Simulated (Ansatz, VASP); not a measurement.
# B3As5: VASP beside Ansatz

```
B As
1.0
     3.45877    0.00009    0.00044
    -1.72931    2.99560   -0.00067
     0.00157   -0.00218   12.37065
B As
3 5
Direct
  0.99990 0.00002 0.47904
  0.33350 0.66626 0.03153
  0.66671 0.33311 0.25545
  0.66659 0.33330 0.42453
  0.00018 0.99956 0.97529
  0.33339 0.66640 0.20053
  0.99987 0.00055 0.64867
  0.33319 0.66745 0.76645
```

Change from the starting cell: cell x1, atoms moved at random (sigma 0.1 Å) and cell strained at random (1.5 %), then relaxed without symmetry.

Alike in both runs: functional PBE; k mesh 6 × 6 × 2; occupations gaussian, width 0.2 eV; no spin polarisation.

Ansatz relaxed the structure, and its values are those at the end. VASP's run is a single point on that final structure, the one shown.

|  | VASP | Ansatz |
| --- | --- | --- |
| version | VASP 6.6.1 | Ansatz 0.2.0 |
| potentials or method | VASP PAW PBE potentials, release 64 (B, As), cutoff 520 eV | scalar-relativistic, plane waves, PAW |
| valence electrons in the cell | 34 | 84 |

```tsv
	VASP	Ansatz	Ansatz less VASP
gap on the k mesh at the Fermi level (eV)	none	none	-
pressure (GPa)	0.5	0.0	-0.45
rms of the force components (eV/Å)	0.019	0.002	-0.0164
```

A gap of «none» marks a metal or a gap that the smearing closes. VASP's potentials hold 34 valence electrons a cell and Ansatz's 84, so a difference there can come from the potentials and not from the codes.
